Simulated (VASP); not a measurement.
Crystal: TaSi2.

```
Ta Si
1.0
     4.78000    0.00000    0.00000
    -2.39000    4.13960    0.00000
     0.00000    0.00000    6.56400
Ta Si
3 6
Direct
  0.50000 0.00000 0.50000
  0.50000 0.50000 0.83333
  0.00000 0.50000 0.16667
  0.16665 0.33330 0.50000
  0.83335 0.16665 0.83333
  0.66670 0.83335 0.16667
  0.83335 0.66670 0.50000
  0.16665 0.83335 0.83333
  0.33330 0.16665 0.16667
```

* Program: VASP 6.6.1
* Task: relaxation of the atoms
* Functional: PBE
* Potentials or basis: VASP PAW PBE potentials, release 64 (Ta_pv, Si)
* Cutoff: 520 eV
* k mesh: 8 × 8 × 5
* Occupations: fermi-dirac, width 0.05 eV
* Spin: no spin polarisation

At the start: pressure 3.7 GPa; volume 14.43 Å³/atom.

Problem. How do energy, volume and symmetry change on relaxing?

Solution. Over 3 steps the energy falls by 17.8 meV/atom; space group P6_222 (No. 180, to 0.1 Å) before and after.

The path:
| step | energy change (eV) | largest force (eV/Å) | pressure (GPa) |
| --- | --- | --- | --- |
| 1 | 0.0000 | 0.8046 | 3.65 |
| 2 | -0.1341 | 0.3378 | 3.21 |
| 3 | -0.1601 | 0.0034 | 3.12 |

Final structure:
```xyz
9
Lattice="4.7800 0.0000 0.0000 -2.3900 4.1396 0.0000 0.0000 0.0000 6.5640" Properties=species:S:1:pos:R:3 pbc="T T T"
Ta    2.3900    0.0000    3.2820
Ta    1.1950    2.0698    5.4700
Ta   -1.1950    2.0698    1.0940
Si    0.0000    1.3153    3.2820
Si    3.6409    0.6577    5.4700
Si    1.2509    3.4819    1.0940
Si    2.3900    2.8243    3.2820
Si   -1.2509    3.4819    5.4700
Si    1.1391    0.6577    1.0940
```
